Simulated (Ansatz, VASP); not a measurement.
TiGaC4N4 in VASP and in Ansatz

```
CELL_PARAMETERS angstrom
5.96956 0.00000 0.00000
0.00000 5.96956 0.00000
0.00000 0.00000 5.96956
ATOMIC_POSITIONS crystal
Ti 0.50000 0.50000 0.50000
Ga 0.00000 0.00000 0.00000
C 0.19001 0.19001 0.19001
C 0.19001 0.80999 0.80999
C 0.80999 0.19001 0.80999
C 0.80999 0.80999 0.19001
N 0.30413 0.30413 0.30413
N 0.30413 0.69587 0.69587
N 0.69587 0.30413 0.69587
N 0.69587 0.69587 0.30413
```

Alike in both runs: functional PBE; k mesh 6 × 6 × 6; occupations gaussian, width 0.1 eV; collinear spin.

Ansatz relaxed the structure, and its values are those at the end. VASP's run is a single point on that final structure, the one shown.

|  | VASP | Ansatz |
| --- | --- | --- |
| version | VASP 6.6.1 | Ansatz 0.2.0 |
| potentials or method | VASP PAW PBE potentials, release 64 (Ti_sv, Ga_d, C, N), cutoff 520 eV | scalar-relativistic, plane waves, PAW |
| valence electrons in the cell | 61 | 61 |

|  | VASP | Ansatz | Ansatz less VASP |
| --- | --- | --- | --- |
| gap on the k mesh at the Fermi level (eV) | none | none | - |
| pressure (GPa) | 0.3 | 0.0 | -0.27 |
| rms of the force components (eV/Å) | 0.171 | 0.003 | -0.1687 |
| net moment per atom (μB) | 0.29 | 0.29 | 0.000 |
| size of the moment on the site where the two differ most (μB) | 1.35 | 1.02 | -0.334 |

Site moments also hang on the region over which each program counts them. A gap of «none» marks a metal or a gap that the smearing closes. One of these differences is far larger than is usual between the two programs; its cause wasn't traced.

Noted on VASP's run: the standard files for N, O and F lose accuracy on very short bonds.
